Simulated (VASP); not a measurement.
# SiO2 (P4_2/mnm) in VASP: a series of runs

Runs on SiO2. Level: LDA. Tasks: single point.

Program: VASP 6.6.1. These are calculated values, not measurements. Logs are shortened: lines on timing, memory, paths and dates and some standing lists are left out, and cuts for length are marked.

### 1 The cell of the first run

The structure is tetragonal, space group P4_2/mnm (No. 136). Conventional cell: a = 4.180 Å, b = 4.180 Å, c = 2.342 Å, α = 90.00°, β = 90.00°, γ = 90.00°. Si (site symmetry mmm) has 6 O at 1.64 to 1.81 Å within 2.2 Å. Within 2.2 Å of O (site symmetry m2m) lie 3 Si at 1.64 to 1.81 Å.

### 2 Single point, LDA

Input file INCAR:

```
SYSTEM = SiO2
PREC = Accurate
ENCUT = 910
EDIFF = 1E-6
ISMEAR = 0
SIGMA = 0.05
LREAL = .FALSE.
LASPH = .TRUE.
NELM = 120
ALGO = Normal
ISIF = 2
LWAVE = .FALSE.
LCHARG = .FALSE.
GGA = CA
NBANDS = 25
GGA_COMPAT = .FALSE.
```

Input file KPOINTS:

```
regular mesh
0
G
  6 6 8
  0 0 0
```

Input file POSCAR:

```
SiO2
1.0
    4.1801000000      0.0000000000      0.0000000000
    0.0000000000      4.1801000000      0.0000000000
    0.0000000000      0.0000000000      2.3420000000
Si O
2 4
Direct
    0.5000000000      0.5000000000      0.5000000000
    0.0000000000      0.0000000000      0.0000000000
    0.6944252994      0.6944252994      0.0000000000
    0.1944252994      0.8055747006      0.5000000000
    0.3055747006      0.3055747006      0.0000000000
    0.8055747006      0.1944252994      0.5000000000
```

Potentials or basis: VASP PAW LDA potentials, release 64 (Si, O_h).

Started as:

```sh
cat potpaw_LDA.64/Si/POTCAR potpaw_LDA.64/O_h/POTCAR > POTCAR
mpirun -np 1 vasp_std > vasp.out
```

OUTCAR:

```text
SYSTEM = SiO2
   PREC = Accurate
   ENCUT = 910
   EDIFF = 1E-6
   ISMEAR = 0
   LREAL = .FALSE.
   LASPH = .TRUE.
   NELM = 120
   ISIF = 2
   GGA = CA

 ion  position               nearest neighbor table
   1  0.500  0.500  0.500-   3 1.64   5 1.64   3 1.64   5 1.64   4 1.81   6 1.81
   2  0.000  0.000  0.000-   4 1.64   6 1.64   4 1.64   6 1.64   5 1.81   3 1.81
   3  0.694  0.694  0.000-   1 1.64   1 1.64   2 1.81
   4  0.194  0.806  0.500-   2 1.64   2 1.64   1 1.81
   5  0.306  0.306  0.000-   1 1.64   1 1.64   2 1.81
   6  0.806  0.194  0.500-   2 1.64   2 1.64   1 1.81

  LATTYP: Found a simple tetragonal cell.
 ALAT       =     4.1801000000
 C/A-ratio  =     0.5602736777

  Lattice vectors:

 A1 = (   4.1801000000,   0.0000000000,   0.0000000000)
 A2 = (   0.0000000000,   4.1801000000,   0.0000000000)
 A3 = (   0.0000000000,   0.0000000000,   2.3420000000)

Analysis of symmetry for initial positions (statically):
=====================================================================
 Subroutine PRICEL returns:
 Original cell was already a primitive cell.

 Routine SETGRP: Setting up the symmetry group for a
 simple tetragonal supercell.

 Subroutine GETGRP returns: Found 16 space group operations
 (whereof  8 operations were pure point group operations)
 out of a pool of 16 trial point group operations.

The static configuration has the point symmetry D_2h.
 The point group associated with its full space group is D_4h.

Analysis of symmetry for dynamics (positions and initial velocities):
=====================================================================
 Subroutine PRICEL returns:
 Original cell was already a primitive cell.

 Routine SETGRP: Setting up the symmetry group for a
 simple tetragonal supercell.

 Subroutine GETGRP returns: Found 16 space group operations
 (whereof  8 operations were pure point group operations)
 out of a pool of 16 trial point group operations.

The dynamic configuration has the point symmetry D_2h.
 The point group associated with its full space group is D_4h.

 Subroutine INISYM returns: Found 16 space group operations
 (whereof  8 operations are pure point group operations),
 and found     1 'primitive' translations

----------------------------------------------------------------------------------------

                                     Primitive cell

  volume of cell :      40.9223

  direct lattice vectors                    reciprocal lattice vectors
     4.180100000  0.000000000  0.000000000     0.239228727  0.000000000  0.000000000
     0.000000000  4.180100000  0.000000000     0.000000000  0.239228727  0.000000000
     0.000000000  0.000000000  2.342000000     0.000000000  0.000000000  0.426985482

  length of vectors
     4.180100000  4.180100000  2.342000000     0.239228727  0.239228727  0.426985482

  position of ions in fractional coordinates (direct lattice)
     0.500000000  0.500000000  0.500000000
     0.000000000  0.000000000  0.000000000
     0.694425299  0.694425299  0.000000000
     0.194425299  0.805574701  0.500000000
     0.305574701  0.305574701  0.000000000
     0.805574701  0.194425299  0.500000000

  ion indices of the primitive-cell ions
   primitive index   ion index
                 1           1
                 2           2
                 3           3
                 4           4
                 5           5
                 6           6

----------------------------------------------------------------------------------------

 KPOINTS: regular mesh

Automatic generation of k-mesh.
 Grid dimensions read from file:
 generate k-points for:    6    6    8

 Generating k-lattice:

  Cartesian coordinates                     Fractional coordinates (reciprocal lattice)
     0.039871454  0.000000000  0.000000000     0.166666667  0.000000000  0.000000000
     0.000000000  0.039871454  0.000000000     0.000000000  0.166666667  0.000000000
     0.000000000  0.000000000  0.053373185     0.000000000  0.000000000  0.125000000

  Length of vectors
     0.039871454  0.039871454  0.053373185

  Shift w.r.t. Gamma in fractional coordinates (k-lattice)
     0.000000000  0.000000000  0.000000000

 Subroutine IBZKPT returns following result:
 ===========================================

 Found     50 irreducible k-points:

 Following reciprocal coordinates:
            Coordinates               Weight
  0.000000  0.000000  0.000000      1.000000
  0.166667  0.000000  0.000000      4.000000
  0.333333  0.000000  0.000000      4.000000
  0.500000  0.000000  0.000000      2.000000
  0.166667  0.166667  0.000000      4.000000
  0.333333  0.166667  0.000000      8.000000
[... 16 lines left out ...]
  0.333333  0.000000  0.250000      8.000000
  0.500000  0.000000  0.250000      4.000000
 [... further k-points ...]
   k-points           NKPTS =     50   k-points in BZ     NKDIM =     50   number of bands    NBANDS=     25
   number of dos      NEDOS =    301   number of ions     NIONS =      6
[... 42 lines left out ...]
   LHFCALC =     F    Hartree Fock is set to
   AEXX    =    0.0000 exact exchange contribution
   IVDW    =     0    specifies the selected vdW correction
   LEPSILON=     F    determine dielectric tensor
   LRPA    =     F    only Hartree local field effects (RPA)
 non-spin polarized calculation
 Gauss-broadening in eV      SIGMA  =   0.05
  energy-cutoff  :      910.00
  volume of cell :       40.92
 maximum number of plane-waves:      2596
 NGX is ok and might be reduce to    42
   NGX = 21   NGY = 21   NGZ = 11

 number of electron      32.0000004 magnetization

 Free energy of the ion-electron system (eV)
  ---------------------------------------------------
  ext. energy  EPLUGINS =         0.00000000
  ---------------------------------------------------
  free energy    TOTEN  =       -49.99413145 eV

  energy without entropy =      -49.99413145  energy(sigma->0) =      -49.99413145

 E-fermi :  10.6749     XC(G=0): -13.3692

 val. band max:       10.3470271548   @ k =   0.0000   0.0000   0.0000
 cond. band min:      18.3113186590   @ k =   0.0000   0.0000   0.0000
 fundamental gap:      7.9642915043
 Fermi energy:        10.6749235420

 k-point     1 :       0.0000    0.0000    0.0000
  band No.  band energies     occupation
      1     -13.3959      2.00000
      2      -9.3365      2.00000
      3      -9.3365      2.00000
      4      -9.3329      2.00000
      5      -1.2137      2.00000
      6       2.5679      2.00000
[... 17 lines left out ...]
     24      26.1328      0.00000
     25      26.9764      0.00000

 k-point     2 :       0.1667    0.0000    0.0000
  band No.  band energies     occupation
      1     -13.2446      2.00000
      2     -10.2193      2.00000
      3      -9.2528      2.00000
      4      -8.7555      2.00000
      5      -1.1479      2.00000
      6       1.8705      2.00000
[... 17 lines left out ...]
     24      26.3318      0.00000
     25      26.7285      0.00000

 k-point     3 :       0.3333    0.0000    0.0000
  band No.  band energies     occupation
      1     -12.8009      2.00000
      2     -11.1992      2.00000
      3      -9.0288      2.00000
      4      -8.5942      2.00000
      5      -0.8457      2.00000
      6       0.7621      2.00000
[... 17 lines left out ...]
     24      26.1117      0.00000
     25      26.9932      0.00000

 k-point     4 :       0.5000    0.0000    0.0000
  band No.  band energies     occupation
      1     -12.0974      2.00000
      2     -12.0974      2.00000
      3      -8.7540      2.00000
      4      -8.7540      2.00000
      5      -0.1964      2.00000
      6      -0.1964      2.00000
[... 17 lines left out ...]
     24      25.5585      0.00000
     25      26.7096      0.00000
[... 477 lines left out ...]
 k-point    22 :       0.1667    0.0000    0.2500
  band No.  band energies     occupation
      1     -12.1143      2.00000
      2      -9.4559      2.00000
      3      -8.5515      2.00000
      4      -8.2734      2.00000
      5      -0.3617      2.00000
      6       2.5084      2.00000
[... 17 lines left out ...]
     24      25.5510      0.00000
     25      25.9410      0.00000

 k-point    23 :       0.3333    0.0000    0.2500
  band No.  band energies     occupation
      1     -11.7077      2.00000
      2     -10.2810      2.00000
      3      -8.3947      2.00000
      4      -8.1339      2.00000
      5       0.1270      2.00000
      6       1.5548      2.00000
[... 17 lines left out ...]
     24      25.5099      0.00000
     25      26.0527      0.00000

 k-point    24 :       0.5000    0.0000    0.2500
  band No.  band energies     occupation
      1     -11.0721      2.00000
      2     -11.0721      2.00000
      3      -8.2163      2.00000
      4      -8.2163      2.00000
      5       0.7636      2.00000
      6       0.7636      2.00000
[... 17 lines left out ...]
     24      25.5667      0.00000
     25      26.4091      0.00000

 [... further k-points ...]
[... 5 lines left out ...]
  --------------------------------------------------------------------------------------
  -------------------------------------------------------------------------------------
  Total        6.8841699      6.8841699     34.6058787      0.0000000      0.0000000      0.0000000
  in kB      269.5267835    269.5267835   1354.8781216      0.0000000      0.0000000      0.0000000
  external PRESSURE =     631.3105628 kB  Pullay stress =       0.0000000 kB

 VOLUME and BASIS-vectors are now :
 -----------------------------------------------------------------------------
  energy-cutoff  :      910.00
  volume of cell :       40.92
      direct lattice vectors                 reciprocal lattice vectors
     4.180100000  0.000000000  0.000000000     0.239228727  0.000000000  0.000000000
     0.000000000  4.180100000  0.000000000     0.000000000  0.239228727  0.000000000
     0.000000000  0.000000000  2.342000000     0.000000000  0.000000000  0.426985482

 POSITION                                       TOTAL-FORCE (eV/Angst)
 -----------------------------------------------------------------------------------
      2.09005      2.09005      1.17100        -0.000000      0.000000     -0.000000
      0.00000      0.00000      0.00000        -0.000000      0.000000     -0.000000
      2.90277      2.90277      0.00000         0.540421      0.540421     -0.000000
      0.81272      3.36738      1.17100         0.540421     -0.540421      0.000000
      1.27733      1.27733      0.00000        -0.540421     -0.540421      0.000000
      3.36738      0.81272      1.17100        -0.540421      0.540421     -0.000000
 -----------------------------------------------------------------------------------
    total drift:                                0.000000     -0.000000      0.000000

  FREE ENERGIE OF THE ION-ELECTRON SYSTEM (eV)
  ---------------------------------------------------
  free  energy   TOTEN  =       -49.9941314492 eV

  energy  without entropy=      -49.9941314492  energy(sigma->0) =      -49.99413145
```

Run time: 34 s. Hardware: 1 thread of Intel Xeon 6975P-C (Granite Rapids), shared host; peak memory 0.22 GiB.

Results:

```yaml
Free_energy: -49.9941 eV
Pressure: 63.1 GPa
Largest_force: 0.764 eV/Å
Band_gap_on_the_k_mesh: 7.96 eV
```

Forces on the atoms (eV/Å):
```
Si   0.000  0.000  0.000
Si   0.000  0.000  0.000
O    0.540  0.540  0.000
O    0.540 -0.540  0.000
O   -0.540 -0.540  0.000
O   -0.540  0.540  0.000
```

Stress tensor (GPa, compression positive):
```
 26.95   0.00   0.00
  0.00  26.95   0.00
  0.00   0.00 135.49
```

Levels at points of the mesh, in eV from the valence-band top:
```
           k point  band 14  band 15  band 16  band 17  band 18  band 19
(0.00, 0.00, 0.00)    -1.04    -1.04     0.00     7.96     9.48    11.19
(0.50, 0.00, 0.00)    -1.88    -1.30    -1.30     9.85     9.85    11.37
(0.50, 0.50, 0.00)    -2.61    -2.39    -2.39    10.01    10.01    11.66
(0.00, 0.00, 0.50)    -3.11    -3.00    -3.00    10.53    10.53    13.14
(0.50, 0.00, 0.50)    -2.68    -1.90    -1.90     9.63     9.63    10.14
(0.50, 0.50, 0.50)    -2.15    -1.67    -1.67     8.25     8.25    11.44
```

Caveat: the cutoff is under 1.25 times the usual one of these potentials, so pressure, stress and relaxed cells hold a basis-set (Pulay) error; the cell stands under pressure.

### 3 Single point, LDA

This run uses another cell than the first one, of 7.19 Å³/atom.

Input file INCAR:

```
SYSTEM = SiO2
ALGO = Normal
EDIFF = 1E-6
ENCUT = 910
GGA = CA
GGA_COMPAT = .False.
ISIF = 2
ISMEAR = 0
LASPH = .True.
LCHARG = .True.
LELF = .True.
LREAL = .False.
LVHAR = .True.
LWAVE = .False.
NBANDS = 25
NELM = 120
PREC = Accurate
SIGMA = 0.05
```

Input file KPOINTS:

```
k-points
0
Gamma
  6 6 8
  0 0 0
```

Edit POSCAR of step 2 so:

```diff
@@ -4,3 +4,3 @@
     0.0000000000      4.1801000000      0.0000000000
-    0.0000000000      0.0000000000      2.3420000000
+    0.0000000000      0.0000000000      2.4697000000
 Si O
```

Potentials or basis: VASP PAW LDA potentials, release 64 (Si, O_h).

Started as:

```sh
cat potpaw_LDA.64/Si/POTCAR potpaw_LDA.64/O_h/POTCAR > POTCAR
mpirun -np 1 vasp_std > vasp.out
```

It took 93 s on 1 thread of Intel Xeon Platinum 8259CL at 2.50GHz (Skylake/Cascade Lake), shared host; peak memory 0.22 GiB.

The run converged. Its results:

```yaml
Free_energy: -51.3906 eV
Pressure: 30.5 GPa
Largest_force: 0.216 eV/Å
Band_gap_on_the_k_mesh: 7.17 eV
```

Forces in eV/Å, atoms in the order of the input:
```
Si   0.000  0.000  0.000
Si   0.000  0.000  0.000
O    0.153  0.153  0.000
O    0.153 -0.153  0.000
O   -0.153 -0.153  0.000
O   -0.153  0.153  0.000
```

Stress tensor (GPa, compression positive):
```
12.18  0.00  0.00
 0.00 12.18  0.00
 0.00  0.00 67.12
```

Levels at points of the mesh, in eV from the valence-band top:
```tsv
k point	band 12	band 13	band 14	band 15	band 16	band 17	band 18	band 19	band 20	band 21
(0.00, 0.00, 0.00)	-2.80	-2.07	-1.00	-1.00	0.00	7.17	8.14	10.16	10.16	10.88
(0.50, 0.00, 0.00)	-3.88	-2.36	-2.36	-1.23	-1.23	9.40	9.40	10.29	10.29	11.06
(0.50, 0.50, 0.00)	-2.90	-2.80	-2.80	-2.67	-2.67	8.98	8.98	11.35	11.35	13.03
(0.00, 0.00, 0.50)	-5.04	-3.20	-3.20	-2.95	-2.95	9.81	9.81	12.83	12.83	13.12
(0.50, 0.00, 0.50)	-4.36	-2.59	-2.59	-1.92	-1.92	9.20	9.20	9.91	9.91	12.29
(0.50, 0.50, 0.50)	-4.92	-2.05	-2.05	-1.70	-1.70	7.72	7.72	11.15	11.15	11.42
```

Caveat: the cutoff is under 1.25 times the usual one of these potentials, so pressure, stress and relaxed cells hold a basis-set (Pulay) error; the cell stands under pressure.

### 4 Single point, LDA

This run uses another cell than the first one, of 7.84 Å³/atom.

Input file INCAR:

```
SYSTEM = SiO2
PREC = Accurate ; ENCUT = 520
EDIFF = 1E-7 ; ISMEAR = 0
SIGMA = 0.05 ; LREAL = .FALSE.
LASPH = .TRUE. ; NELM = 80
ALGO = Normal ; ISIF = 2
LWAVE = .FALSE. ; LCHARG = .FALSE.
GGA = CA ; NBANDS = 25
```

Input file KPOINTS:

```
regular mesh
0
G
  6 6 8
  0 0 0
```

Edit POSCAR of step 3 so:

```diff
@@ -2,5 +2,5 @@
 1.0
-    4.1801000000      0.0000000000      0.0000000000
-    0.0000000000      4.1801000000      0.0000000000
-    0.0000000000      0.0000000000      2.4697000000
+    4.2050000000      0.0000000000      0.0000000000
+    0.0000000000      4.2050000000      0.0000000000
+    0.0000000000      0.0000000000      2.6613102772
 Si O
```

Potentials or basis: VASP PAW LDA potentials, release 64 (Si, O).

Started as:

```sh
cat potpaw_LDA.64/Si/POTCAR potpaw_LDA.64/O/POTCAR > POTCAR
mpirun -np 1 vasp_std > vasp.out
```

It took 56 s on 1 thread of Intel Xeon 8259CL, shared host; peak memory 0.16 GiB.

Results (log left out):

```yaml
Free_energy: -51.9473 eV
Pressure: -6.1 GPa
Largest_force: 0.191 eV/Å
Band_gap_on_the_k_mesh: 5.43 eV
```

Forces in eV/Å, atoms in the order of the input:
```
Si   0.000  0.000  0.000
Si   0.000  0.000  0.000
O   -0.135 -0.135  0.000
O   -0.135  0.135  0.000
O    0.135  0.135  0.000
O    0.135 -0.135  0.000
```

Stress tensor (GPa, compression positive):
```
-7.76  0.00  0.00
 0.00 -7.76  0.00
 0.00  0.00 -2.78
```

Levels at points of the mesh, in eV from the valence-band top:
| k point | band 12 | band 13 | band 14 | band 15 | band 16 | band 17 | band 18 | band 19 | band 20 | band 21 |
| --- | --- | --- | --- | --- | --- | --- | --- | --- | --- | --- |
| (0.00, 0.00, 0.00) | -3.11 | -2.49 | -0.91 | -0.91 | 0.00 | 5.43 | 6.53 | 8.33 | 8.33 | 10.64 |
| (0.50, 0.00, 0.00) | -3.92 | -2.66 | -2.66 | -1.08 | -1.08 | 7.54 | 7.54 | 8.89 | 8.89 | 10.64 |
| (0.50, 0.50, 0.00) | -3.23 | -2.69 | -2.69 | -2.32 | -2.32 | 7.23 | 7.23 | 9.85 | 9.85 | 12.72 |
| (0.00, 0.00, 0.50) | -4.70 | -3.09 | -3.09 | -2.69 | -2.69 | 8.72 | 8.72 | 12.27 | 12.27 | 12.35 |
| (0.50, 0.00, 0.50) | -4.04 | -2.32 | -2.32 | -1.77 | -1.77 | 8.43 | 8.43 | 9.49 | 9.49 | 11.89 |
| (0.50, 0.50, 0.50) | -4.57 | -1.79 | -1.79 | -1.56 | -1.56 | 6.84 | 6.84 | 10.65 | 10.65 | 11.29 |

Caveat: the cell stands under tension.

### 5 Single point, LDA

This run uses another cell than the first one, of 7.83 Å³/atom.

Input file INCAR:

```
  PREC = Accurate
  ENCUT = 520
  EDIFF = 1E-7
  ISMEAR = 0
  SIGMA = 0.05
  LREAL = False
  LASPH = True
  NELM = 80
  ALGO = Normal
  ISIF = 2
  LWAVE = False
  LCHARG = False
  NBANDS = 25
```

Input file KPOINTS:

```
Automatic mesh
0
Gamma
  6 6 8
```

Edit POSCAR of step 4 so:

```diff
@@ -2,5 +2,5 @@
 1.0
-    4.2050000000      0.0000000000      0.0000000000
-    0.0000000000      4.2050000000      0.0000000000
-    0.0000000000      0.0000000000      2.6613102772
+    4.1053000000      0.0000000000      0.0000000000
+    0.0000000000      4.1053000000      0.0000000000
+    0.0000000000      0.0000000000      2.7891000000
 Si O
```

Started as:

```sh
cat potpaw_LDA.64/Si/POTCAR potpaw_LDA.64/O/POTCAR > POTCAR
mpirun -np 1 vasp_std > vasp.out
```

Wall time 59 s (1 thread of Intel Xeon 8259CL, shared host); peak memory 0.17 GiB.

It converged, with:

```
Free energy            : -51.7982 eV
Pressure               : -8.1 GPa
Largest force          : 0.221 eV/Å
Band gap on the k mesh : 5.17 eV
```

Forces on the atoms (eV/Å):
```
Si   0.000  0.000  0.000
Si   0.000  0.000  0.000
O    0.157  0.157  0.000
O    0.157 -0.157  0.000
O   -0.157 -0.157  0.000
O   -0.157  0.157  0.000
```

Stress tensor (GPa, compression positive):
```
  0.55   0.00   0.00
  0.00   0.55   0.00
  0.00   0.00 -25.34
```

Levels at points of the mesh, in eV from the valence-band top:
```tsv
k point	band 12	band 13	band 14	band 15	band 16	band 17	band 18	band 19	band 20	band 21
(0.00, 0.00, 0.00)	-3.38	-2.70	-0.81	-0.81	0.00	5.17	5.56	7.40	7.40	10.35
(0.50, 0.00, 0.00)	-3.85	-2.86	-2.86	-1.00	-1.00	6.97	6.97	8.07	8.07	11.45
(0.50, 0.50, 0.00)	-3.56	-2.87	-2.87	-2.05	-2.05	6.65	6.65	9.17	9.17	13.60
(0.00, 0.00, 0.50)	-4.51	-3.27	-3.27	-2.60	-2.60	8.89	8.89	12.11	12.11	12.98
(0.50, 0.00, 0.50)	-3.98	-2.13	-2.13	-1.70	-1.70	8.63	8.63	10.17	10.17	12.00
(0.50, 0.50, 0.50)	-4.28	-1.57	-1.57	-1.47	-1.47	7.09	7.09	10.94	10.94	11.50
```

Caveat: the cell stands under tension.

### 6 The runs side by side

```csv
potentials or basis,cell,cutoff (eV),gap on the mesh (eV),pressure (GPa),largest force (eV/Å)
"VASP PAW LDA potentials, release 64 (Si, O_h)","a = 4.180, b = 4.180, c = 2.342 Å, 6 atoms",910,7.96,63.1,0.76
"VASP PAW LDA potentials, release 64 (Si, O_h)","a = 4.180, b = 4.180, c = 2.470 Å, 6 atoms",910,7.17,30.5,0.22
"VASP PAW LDA potentials, release 64 (Si, O)","a = 4.205, b = 4.205, c = 2.661 Å, 6 atoms",520,5.43,-6.1,0.19
"VASP PAW LDA potentials, release 64 (Si, O)","a = 4.105, b = 4.105, c = 2.789 Å, 6 atoms",520,5.17,-8.1,0.22
```

Alike in all rows: task single point; level LDA; no spin polarisation; k mesh 6 × 6 × 8; smearing gaussian 0.05 eV.

Caveats: the cutoff is under 1.25 times the usual one of these potentials, so pressure, stress and relaxed cells hold a basis-set (Pulay) error (at least some runs); the cell stands under pressure (at least some runs); the cell stands under tension (at least some runs).

Absolute energies hang on the potentials; compare differences alone.
